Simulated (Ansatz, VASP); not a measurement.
# Two plane-wave programs on Sb

Contents of INCAR:

```
  ALGO = Normal
  EDIFF = 1E-7
  EDIFFG = -0.01
  ENCUT = 500
  GGA = PS
  GGA_COMPAT = False
  IBRION = 2
  ISIF = 3
  ISMEAR = -1
  LASPH = True
  LCHARG = False
  LREAL = False
  LWAVE = False
  NELM = 120
  NELMIN = 4
  NSW = 80
  PREC = Accurate
  SIGMA = 0.1
```

Contents of KPOINTS:

```
k-points
0
Gamma
  11 11 3
```

The input POSCAR:

```
Sb
1.0
    3.3749600568      0.0000000000      0.0000000000
   -1.6874800284      2.9228011460      0.0000000000
    0.0000000000      0.0000000000     11.0226195456
Sb
4
Direct
    0.0000000000      0.0000000000      0.0000000000
    0.0000000000      0.0000000000      0.5000000000
    0.3333333333      0.6666666667      0.2500000000
    0.6666666667      0.3333333333      0.7500000000
```

Input for Ansatz:

```yaml
crystal:
  lattice:
    - [3.3749600568, 0.0, 0.0]
    - [-1.6874800284, 2.922801146, 0.0]
    - [0.0, 0.0, 11.0226195456]
  atoms:
    - { symbol: Sb, position: [0.0, 0.0, 0.0] }
    - { symbol: Sb, position: [0.0, 0.0, 0.5] }
    - { symbol: Sb, position: [0.3333333333, 0.6666666667, 0.25] }
    - { symbol: Sb, position: [0.6666666667, 0.3333333333, 0.75] }
hamiltonian:
  xc: pbesol
  pseudopotentials:
    kind: paw
    azcp:
      Sb: "pseudopotentials/Sb.paw.azcp"
basis:
  ecutwfc: 420
  fft_grid_basis: typed
kpoints:
  mp_grid: { grid: [11, 11, 3], shift: [0, 0, 0] }
magnetization:
  spin_polarized: false
scf:
  occupations: { method: fermi_dirac, width: 0.1 }
relax:
  max_steps: 60
  f_tol: 0.01
  cell: {}
```

Alike in both runs: task relaxation of cell and atoms; functional PBEsol; k mesh 11 × 11 × 3; occupations fermi-dirac, width 0.1 eV; no spin polarisation.

```csv
,VASP,Ansatz
version,VASP 6.6.1,Ansatz 0.2.0
potentials or method,"VASP PAW PBE potentials, release 64 (Sb), cutoff 500 eV","plane waves (420 eV) with PAW, scalar-relativistic"
valence electrons in the cell,20,60
```

|  | VASP | Ansatz | Ansatz less VASP |
| --- | --- | --- | --- |
| relaxed volume (Å³/atom) | 26.13 | 26.13 | +0.004 |
| relaxed cell length with the largest relative difference (Å) | 11.138 | 11.139 | +0.0016 |

VASP's potentials were made for PBE, not for PBEsol, and Ansatz warns of the same on its side. VASP's potentials hold 20 valence electrons a cell and Ansatz's 60, so a difference there can come from the potentials and not from the codes.

Neither program's run includes spin-orbit coupling.
